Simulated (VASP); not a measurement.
# MgS in VASP: further runs

MgS is run at these levels: PBE0, r2SCAN, PBE; tasks: single point, relaxation of the atoms.

Everything below comes from runs of VASP 6.6.1. Logs are shortened: lines on timing, memory, paths and dates and some standing lists are left out, and cuts for length are marked.

**1. The cell of the first run**

Symmetry: F-43m, No. 216, cubic system. Conventional cell: a = 5.260 Å, b = 5.260 Å, c = 5.260 Å, α = 90.00°, β = 90.00°, γ = 90.00°. S (site symmetry -43m) has 4 Mg at 2.28 Å within 3.0 Å. Within 3.0 Å of Mg (site symmetry -43m) lie 4 S at 2.28 Å.

**2. Single point, PBE0**

Contents of POSCAR:

```
MgS
1.0
    0.0000000000      2.6300356747      2.6300356747
    2.6300356747      0.0000000000      2.6300356747
    2.6300356747      2.6300356747      0.0000000000
S Mg
1 1
Direct
    0.2500000000      0.2500000000      0.2500000000
    0.0000000000      0.0000000000      0.0000000000
```

Contents of INCAR.step1:

```
PREC = Accurate
ENCUT = 520
EDIFF = 1E-5
ISMEAR = 0
SIGMA = 0.05
LREAL = F
LASPH = T
NELM = 60
ALGO = Normal
ISIF = 2
LWAVE = T
LCHARG = F
GGA = PE
NBANDS = 11
```

Contents of INCAR.step2:

```
PREC = Accurate
ENCUT = 520
EDIFF = 1E-6
ISMEAR = 0
SIGMA = 0.05
LREAL = F
LASPH = T
NELM = 60
ALGO = Normal
ISIF = 2
LWAVE = F
LCHARG = F
GGA = PE
LHFCALC = T
AEXX = 0.25
PRECFOCK = Normal
ISTART = 1
NBANDS = 11
```

Contents of KPOINTS:

```
Automatic mesh
0
Gamma
  6 6 6
```

Potentials or basis: VASP PAW PBE potentials, release 64 (S, Mg).

The run is started by

```console
$ cat potpaw_PBE.64/S/POTCAR potpaw_PBE.64/Mg/POTCAR > POTCAR
$ cp INCAR.step1 INCAR
$ mpirun -np 1 vasp_std > vasp.out
$ cp INCAR.step2 INCAR
$ mpirun -np 1 vasp_std > vasp.out
```

OUTCAR:

```text
PREC = Accurate
   ENCUT = 520
   EDIFF = 1E-6
   ISMEAR = 0
   LREAL = F
   LASPH = T
   NELM = 60
   ISIF = 2
   GGA = PE
   LHFCALC = T
   AEXX = 0.25
   PRECFOCK = Normal
   ISTART = 1

 ion  position               nearest neighbor table
   1  0.250  0.250  0.250-   2 2.28   2 2.28   2 2.28   2 2.28
   2  0.000  0.000  0.000-   1 2.28   1 2.28   1 2.28   1 2.28

  LATTYP: Found a face centered cubic cell.
 ALAT       =     5.2600713494

  Lattice vectors:

 A1 = (   0.0000000000,   2.6300356747,   2.6300356747)
 A2 = (   2.6300356747,   0.0000000000,   2.6300356747)
 A3 = (   2.6300356747,   2.6300356747,   0.0000000000)

Analysis of symmetry for initial positions (statically):
=====================================================================
 Subroutine PRICEL returns:
 Original cell was already a primitive cell.

 Routine SETGRP: Setting up the symmetry group for a
 face centered cubic supercell.

 Subroutine GETGRP returns: Found 24 space group operations
 (whereof 24 operations were pure point group operations)
 out of a pool of 48 trial point group operations.

The static configuration has the point symmetry T_d .

Analysis of symmetry for dynamics (positions and initial velocities):
=====================================================================
 Subroutine PRICEL returns:
 Original cell was already a primitive cell.

 Routine SETGRP: Setting up the symmetry group for a
 face centered cubic supercell.

 Subroutine GETGRP returns: Found 24 space group operations
 (whereof 24 operations were pure point group operations)
 out of a pool of 48 trial point group operations.

The dynamic configuration has the point symmetry T_d .

 Subroutine INISYM returns: Found 24 space group operations
 (whereof 24 operations are pure point group operations),
 and found     1 'primitive' translations

----------------------------------------------------------------------------------------

                                     Primitive cell

  volume of cell :      36.3844

  direct lattice vectors                    reciprocal lattice vectors
     0.000000000  2.630035675  2.630035675    -0.190111490  0.190111490  0.190111490
     2.630035675  0.000000000  2.630035675     0.190111490 -0.190111490  0.190111490
     2.630035675  2.630035675  0.000000000     0.190111490  0.190111490 -0.190111490

  length of vectors
     3.719432121  3.719432121  3.719432121     0.329282759  0.329282759  0.329282759

  position of ions in fractional coordinates (direct lattice)
     0.250000000  0.250000000  0.250000000
     0.000000000  0.000000000  0.000000000

  ion indices of the primitive-cell ions
   primitive index   ion index
                 1           1
                 2           2

----------------------------------------------------------------------------------------

 KPOINTS: Automatic mesh

Automatic generation of k-mesh.
 Grid dimensions read from file:
 generate k-points for:    6    6    6

 Generating k-lattice:

  Cartesian coordinates                     Fractional coordinates (reciprocal lattice)
    -0.031685248  0.031685248  0.031685248     0.166666667  0.000000000  0.000000000
     0.031685248 -0.031685248  0.031685248     0.000000000  0.166666667  0.000000000
     0.031685248  0.031685248 -0.031685248     0.000000000  0.000000000  0.166666667

  Length of vectors
     0.054880460  0.054880460  0.054880460

  Shift w.r.t. Gamma in fractional coordinates (k-lattice)
     0.000000000  0.000000000  0.000000000

 Subroutine IBZKPT returns following result:
 ===========================================

 Found     16 irreducible k-points:

 Following reciprocal coordinates:
            Coordinates               Weight
  0.000000  0.000000  0.000000      1.000000
  0.166667  0.000000  0.000000      8.000000
  0.333333  0.000000  0.000000      8.000000
  0.500000  0.000000  0.000000      4.000000
  0.166667  0.166667  0.000000      6.000000
  0.333333  0.166667  0.000000     24.000000
[... 8 lines left out ...]
 -0.333333  0.333333  0.166667     24.000000
 -0.333333  0.500000  0.166667     12.000000
   k-points           NKPTS =     16   k-points in BZ     NKDIM =    216   number of bands    NBANDS=     11
   number of dos      NEDOS =    301   number of ions     NIONS =      2
   total plane-waves  NPLWV =  21952
   dimension x,y,z NGX =    28 NGY =   28 NGZ =   28
   dimension x,y,z NGXF=    56 NGYF=   56 NGZF=   56
   ions per type =               1   1
   NGX,Y,Z   is equivalent  to a cutoff of  12.52, 12.52, 12.52 a.u.
   NGXF,Y,Z  is equivalent  to a cutoff of  25.03, 25.03, 25.03 a.u.
 SYSTEM =  unknown system
   PREC   = accura    normal or accurate (medium, high low for compatibility)
   ISTART =      1    job   : 0-new  1-cont  2-samecut
   ICHARG =      0    charge: 1-file 2-atom 10-const
   ISPIN  =      1    spin polarized calculation?
   LNONCOLLINEAR =      F non collinear calculations
   LSORBIT =      F    spin-orbit coupling
   LASPH  =      T    aspherical Exc in radial PAW
   ENCUT  =  520.0 eV  38.22 Ry    6.18 a.u.   6.92  6.92  6.92*2*pi/ulx,y,z
   NELM   =     60;   NELMIN=  2; NELMDL=  0     # of ELM steps
   EDIFF  = 0.1E-05   stopping-criterion for ELM
   LREAL  =      F    real-space projection
   EDIFFG = 0.1E-04   stopping-criterion for IOM
   NSW    =      0    number of steps for IOM
   IBRION =     -1    ionic relax: 0-MD 1-quasi-New 2-CG
   NFREE  =      0    steps in history (QN), initial steepest desc. (CG)
   ISIF   =      2    stress and relaxation
   ISYM   =      3    0-nonsym 1-usesym 2-fastsym
   POTIM  = 0.5000    time-step for ionic-motion
   TEBEG  =    0.0;   TEEND  =   0.0 temperature during run
   PSTRESS=    0.0 pullay stress
   NELECT =       8.0000    total number of electrons
   NUPDOWN=      -1.0000    fix difference up-down
   EMIN   =  10.00;   EMAX   =-10.00  energy-range for DOS
   EFERMI =   0.00;   METHOD = LEGACY
   ISMEAR =     0;   SIGMA  =   0.05  broadening in eV -4-tet -1-fermi 0-gaus
   EFERMI_NEDOS =   21; number of points for ismear=-14 and -15
   IALGO  =     38    algorithm
   IMIX   =      1    mixing-type and parameters
     AMIX     =   0.40;   BMIX     =  1.00
     AMIX_MAG =   1.60;   BMIX_MAG =  1.00
  volume/ion in A,a.u.               =      18.19       122.77
  Fermi-wavevector in a.u.,A,eV,Ry     =   0.988098  1.867234 13.283870  0.976337
  Thomas-Fermi vector in A             =   2.119600
   LORBIT       =      0    0 simple, 1 ext, 2 COOP (PROOUT), +10 PAW based schemes
   GGA     = PE    functional components
   LHFCALC =     T    Hartree Fock is set to
   PRECFOCK=normal    Normal, Fast or Accurate (Low or Medium for compatibility)
   ENCUT4O =  -1.0   cutoff for four orbital integrals eV
   NKREDX  =     1    reduce k-point grid by
   NKREDY  =     1    reduce k-point grid by
   NKREDZ  =     1    reduce k-point grid by
   AEXX    =    0.2500 exact exchange contribution
   HFSCREEN=    0.0000 screening length (either q_TF or 0.3 A-1)
   HFSCREENC=   0.0000 screening length for correlation (either q_TF or 0.3 A-1)
   ENCUTFOCK=  -1.0 apply spherical cutoff to Coloumb kernel
   IVDW    =     0    specifies the selected vdW correction
   LEPSILON=     F    determine dielectric tensor
   LRPA    =     F    only Hartree local field effects (RPA)
 non-spin polarized calculation
 Gauss-broadening in eV      SIGMA  =   0.05
  energy-cutoff  :      520.00
  volume of cell :       36.38
 maximum number of plane-waves:      1002
  NGX = 24; NGY = 24; NGZ = 24

 number of electron       8.0000001 magnetization

 Free energy of the ion-electron system (eV)
  ---------------------------------------------------
  ext. energy  EPLUGINS =         0.00000000
  ---------------------------------------------------
  free energy    TOTEN  =        -9.93557475 eV

  energy without entropy =       -9.93557475  energy(sigma->0) =       -9.93557475

 E-fermi :   1.7536     XC(G=0):  -7.3314

 val. band max:        1.4785723532   @ k =   0.0000   0.0000   0.0000
 cond. band min:       6.8042276564   @ k =   0.5000   0.5000   0.0000
 fundamental gap:      5.3256553032
 Fermi energy:         1.7535933221

 k-point     1 :       0.0000    0.0000    0.0000
  band No.  band energies     occupation
      1     -11.9150      2.00000
      2       1.4786      2.00000
      3       1.4786      2.00000
      4       1.4786      2.00000
      5       7.9844      0.00000
      6      12.0408      0.00000
      7      12.0408      0.00000
      8      12.0408      0.00000
      9      14.9697      0.00000
     10      14.9697      0.00000
     11      18.8955      0.00000

 k-point     2 :       0.1667    0.0000    0.0000
  band No.  band energies     occupation
      1     -11.6662      2.00000
      2       0.0998      2.00000
      3       1.3578      2.00000
      4       1.3578      2.00000
      5       9.0438      0.00000
      6      11.9594      0.00000
      7      12.3454      0.00000
      8      12.3454      0.00000
      9      14.2880      0.00000
     10      14.2880      0.00000
     11      17.4965      0.00000

 k-point     3 :       0.3333    0.0000    0.0000
  band No.  band energies     occupation
      1     -11.0854      2.00000
      2      -1.9625      2.00000
      3       1.1399      2.00000
      4       1.1399      2.00000
      5       9.4235      0.00000
      6      11.7857      0.00000
      7      11.7857      0.00000
      8      12.8738      0.00000
      9      15.6688      0.00000
     10      15.6688      0.00000
     11      17.1226      0.00000
[... 155 lines left out ...]
 k-point    15 :      -0.3333    0.3333    0.1667
  band No.  band energies     occupation
      1     -10.4353      2.00000
      2      -2.0169      2.00000
      3      -0.8615      2.00000
      4       0.2083      2.00000
      5       9.1964      0.00000
      6      11.2753      0.00000
      7      12.9614      0.00000
      8      13.8712      0.00000
      9      16.2965      0.00000
     10      18.4146      0.00000
     11      19.8083      0.00000

 k-point    16 :      -0.3333    0.5000    0.1667
  band No.  band energies     occupation
      1     -10.3303      2.00000
      2      -1.9245      2.00000
      3      -0.7381      2.00000
      4      -0.3260      2.00000
      5       8.2375      0.00000
      6      10.8016      0.00000
      7      13.9863      0.00000
      8      14.4128      0.00000
      9      18.3681      0.00000
     10      19.0184      0.00000
     11      19.4561      0.00000

------------------------ aborting loop because EDIFF is reached ----------------------------------------

  FORCE on cell =-STRESS in cart. coord.  units (eV):
  Direction    XX          YY          ZZ          XY          YZ          ZX
  --------------------------------------------------------------------------------------
  -------------------------------------------------------------------------------------
  Total        4.6119835      4.6119835      4.6119835     -0.0000000      0.0000000      0.0000000
  in kB      203.0876024    203.0876024    203.0876024     -0.0000000      0.0000000      0.0000000
  external PRESSURE =     203.0876024 kB  Pullay stress =       0.0000000 kB

 VOLUME and BASIS-vectors are now :
 -----------------------------------------------------------------------------
  energy-cutoff  :      520.00
  volume of cell :       36.38
      direct lattice vectors                 reciprocal lattice vectors
     0.000000000  2.630035675  2.630035675    -0.190111490  0.190111490  0.190111490
     2.630035675  0.000000000  2.630035675     0.190111490 -0.190111490  0.190111490
     2.630035675  2.630035675  0.000000000     0.190111490  0.190111490 -0.190111490

 POSITION                                       TOTAL-FORCE (eV/Angst)
 -----------------------------------------------------------------------------------
      1.31502      1.31502      1.31502         0.000000      0.000000      0.000000
      0.00000      0.00000      0.00000        -0.000000     -0.000000     -0.000000
 -----------------------------------------------------------------------------------
    total drift:                                0.000000     -0.000000     -0.000000

  FREE ENERGIE OF THE ION-ELECTRON SYSTEM (eV)
  ---------------------------------------------------
  free  energy   TOTEN  =        -9.9355747481 eV

  energy  without entropy=       -9.9355747481  energy(sigma->0) =       -9.93557475
```

Wall time 6.7 min (1 thread of Intel Xeon Platinum 8488C (Sapphire Rapids), shared host); peak memory 0.18 GiB.

Results:

- Free energy: -9.9356 eV
- Pressure: 20.3 GPa
- Band gap on the k mesh: 5.33 eV (least direct gap 6.51 eV)

Caveat: the cell stands under pressure; the PAW data sets were made with another functional, which shifts forces and pressure a little. A k mesh can miss the band edges.

(Part 1 of 2 ends here.)
